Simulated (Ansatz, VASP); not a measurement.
## One calculation of Na, two programs

```
Na
1.0
    -2.05662    2.05662    2.05662
     2.05662   -2.05662    2.05662
     2.05662    2.05662   -2.05662
Na
1
Direct
  0.00000 0.00000 0.00000
```

Alike in both runs: task single point; functional PBEsol; k mesh 17 × 17 × 17; occupations fermi-dirac, width 0.1 eV; no spin polarisation.

|  | VASP | Ansatz |
| --- | --- | --- |
| version | VASP 6.6.1 | Ansatz 0.2.0 |
| potentials or method | VASP PAW PBE potentials, release 64 (Na_pv), cutoff 520 eV | plane waves (420 eV) with PAW, scalar-relativistic |
| valence electrons in the cell | 7 | 9 |

Ansatz gave:

| Quantity | Value |
| --- | --- |
| pressure (GPa) | 0.4 |

Problem. What did VASP give for the same quantities?

Solution. Pressure (GPa): 0.3.

VASP's potentials were made for PBE, not for PBEsol, and Ansatz warns of the same on its side. VASP's potentials hold 7 valence electrons a cell and Ansatz's 9, so a difference there can come from the potentials and not from the codes.
